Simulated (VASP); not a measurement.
CaZn3, 4 atoms in the cell. The structure is cubic, space group Fm-3m (No. 225). Conventional cell: a = 6.880 Å, b = 6.880 Å, c = 6.880 Å, α = 90.00°, β = 90.00°, γ = 90.00°. Ca (site symmetry m-3m) has 14 Zn at 2.98 to 3.44 Å within 3.9 Å. Zn (site symmetry m-3m) has 8 Zn at 2.98 Å and 6 Ca at 3.44 Å within 3.9 Å. Within 3.9 Å of Zn (site symmetry -43m) lie 4 Ca at 2.98 Å and 10 Zn at 2.98 to 3.44 Å. 

- Program: VASP 6.6.1
- Task: relaxation of cell and atoms
- Functional: LDA
- Potentials or basis: VASP PAW LDA potentials, release 64 (Ca_sv, Zn)
- Cutoff: 500 eV
- k mesh: 5 × 5 × 5
- Occupations: fermi-dirac, width 0.05 eV
- Spin: no spin polarisation
- Dipole correction: no
- Further INCAR settings: ALGO = Normal; EDIFF = 1e-07; IBRION = 2; EDIFFG = -0.01; NSW = 80; ISIF = 3

Potentials or basis: VASP PAW LDA potentials, release 64 (Ca_sv, Zn).

Command:

```bash
$ cat potpaw_LDA.64/Ca_sv/POTCAR potpaw_LDA.64/Zn/POTCAR > POTCAR
$ mpirun -np 1 vasp_std > vasp.out
```

Hardware: 1 thread of Intel(R) Xeon(R) Platinum 8375C CPU @ 2.90GHz (Ice Lake), with other jobs on the host.

Problem. Estimate the wall time of this run.

Solution. Wall time 77 s on 1 thread of Intel(R) Xeon(R) Platinum 8375C CPU @ 2.90GHz (Ice Lake) (shared host), peak memory 0.19 GiB. Counts: scf iterations 55, k points 10, ion steps 5.
